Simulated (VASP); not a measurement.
# TiO2: single point with r2SCAN

TiO2:

```
Ti O
1.0
     2.64316   -2.64323   -0.02030
     2.64316    2.64323   -0.02030
    -2.60762    0.00000    4.88913
Ti O
2 4
Direct
  0.12493 0.87507 0.25000
  0.87507 0.12493 0.75000
  0.33036 0.08020 0.66061
  0.66964 0.91980 0.33939
  0.91980 0.66964 0.83939
  0.08020 0.33036 0.16061
```

This cell differs from its parent crystal: epitaxial xy strain -1.1%.

* Program: VASP 6.6.1
* Task: single point
* Functional: r2SCAN
* Potentials or basis: VASP PAW PBE potentials, release 64 (Ti_sv, O)
* Cutoff: 520 eV
* k mesh: 8 × 8 × 8
* Occupations: gaussian, width 0.01 eV
* Spin: no spin polarisation

```yaml
Pressure: 3.3 GPa
Largest_force: 0.023 eV/Å
Band_gap_on_the_k_mesh: 2.69 eV (least direct gap 2.98 eV)
```

Forces in eV/Å, atoms in the order of the input:
```
Ti   0.000 -0.001  0.000
Ti   0.000  0.001  0.000
O   -0.001  0.001  0.023
O    0.001 -0.001 -0.023
O    0.001  0.001 -0.023
O   -0.001 -0.001  0.023
```

Stress tensor (GPa, compression positive):
```
 4.49  0.00 -0.01
 0.00  4.48  0.00
-0.01  0.00  0.99
```

Levels at points of the mesh, in eV from the valence-band top:
```tsv
k point	band 22	band 23	band 24	band 25	band 26	band 27
(0.00, 0.00, 0.00)	-0.81	-0.41	-0.41	2.69	3.36	4.69
(0.50, 0.00, 0.00)	-0.90	-0.83	-0.67	3.84	4.04	4.10
(0.50, 0.50, 0.00)	-2.03	-0.03	-0.03	3.77	3.77	4.26
(0.00, 0.00, 0.50)	-1.25	-0.06	-0.06	3.01	3.01	4.39
(0.50, 0.00, 0.50)	-0.90	-0.83	-0.67	3.84	4.04	4.10
(0.50, 0.50, 0.50)	-2.03	-0.03	-0.03	3.77	3.77	4.27
```

Run time: 9.5 min on 1 thread of Intel(R) Xeon(R) 6975P-C (Granite Rapids) (shared host), peak memory 0.37 GiB.

Caveat: the cell differs from its parent crystal (epitaxial xy strain -1.1%); the cell stands under pressure; the PAW data sets were made with another functional, which shifts forces and pressure a little. A k mesh can miss the band edges.
